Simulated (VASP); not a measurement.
The system is Si.

```
CELL_PARAMETERS angstrom
0.00000 2.72212 2.72212
2.72212 0.00000 2.72212
2.72212 2.72212 0.00000
ATOMIC_POSITIONS crystal
Si 0.00000 0.00000 0.00000
Si 0.25000 0.25000 0.25000
```

Base run:

* Program: VASP 6.6.1
* Functional: r2SCAN
* Potentials or basis: VASP PAW PBE potentials, release 64 (Si)
* Cutoff: 520 eV
* k mesh: 6 × 6 × 6
* Occupations: gaussian, width 0.01 eV
* Spin: no spin polarisation

Its results: band gap on the k mesh 0.93 eV, indirect (least direct gap 2.75 eV); electronic dielectric tensor (diagonal) 11.22.

The run is repeated on the same cell with these changes: functional from r2SCAN to PBE. What comes out?

Band gap on the k mesh 0.72 eV, indirect (least direct gap 2.56 eV); electronic dielectric tensor (diagonal) 16.30.

r2SCAN gives the wider gap, since meta-GGAs in the generalised Kohn-Sham scheme recover part of the derivative discontinuity.

A k mesh can miss the band edges.
